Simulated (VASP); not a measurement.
# CaH6: single point with PBE

The system is CaH6.

```
Ca H
1.0
    -1.77000    1.77000    1.77000
     1.77000   -1.77000    1.77000
     1.77000    1.77000   -1.77000
Ca H
1 6
Direct
  0.00000 0.00000 0.00000
  0.50000 0.75000 0.25000
  0.50000 0.25000 0.75000
  0.25000 0.50000 0.75000
  0.75000 0.50000 0.25000
  0.75000 0.25000 0.50000
  0.25000 0.75000 0.50000
```

```
Program             : VASP 6.6.1
Task                : single point
Functional          : PBE
Potentials or basis : VASP PAW PBE potentials, release 64 (Ca_sv, H)
Cutoff              : 500 eV
k mesh              : 4 × 4 × 4
Occupations         : fermi-dirac, width 0.2 eV
Spin                : no spin polarisation
```

* Pressure: 137.6 GPa
* Band gap on the k mesh: zero (band 8 reaches 13.27 eV, above the bottom of band 9 at 6.08 eV)

Levels at points of the mesh, in eV from the Fermi level:
```csv
k point,band 5,band 6,band 7,band 8,band 9,band 10,band 11,band 12
"(0.00, 0.00, 0.00)",-16.04,-0.87,-0.87,-0.87,0.00,0.00,1.79,1.79
"(0.50, 0.00, 0.00)",-11.50,-9.44,-5.06,-2.88,3.80,3.89,7.92,9.51
"(0.50, 0.50, 0.50)",-11.80,-11.80,-2.28,-2.28,-2.28,6.93,6.93,6.93
```

Wall time 4.8 s on 1 thread of Intel(R) Xeon(R) Platinum 8259CL CPU @ 2.50GHz (Skylake/Cascade Lake), on a shared host, peak memory 0.14 GiB.

Caveat: the k points lie up to 0.63 Å⁻¹ apart.
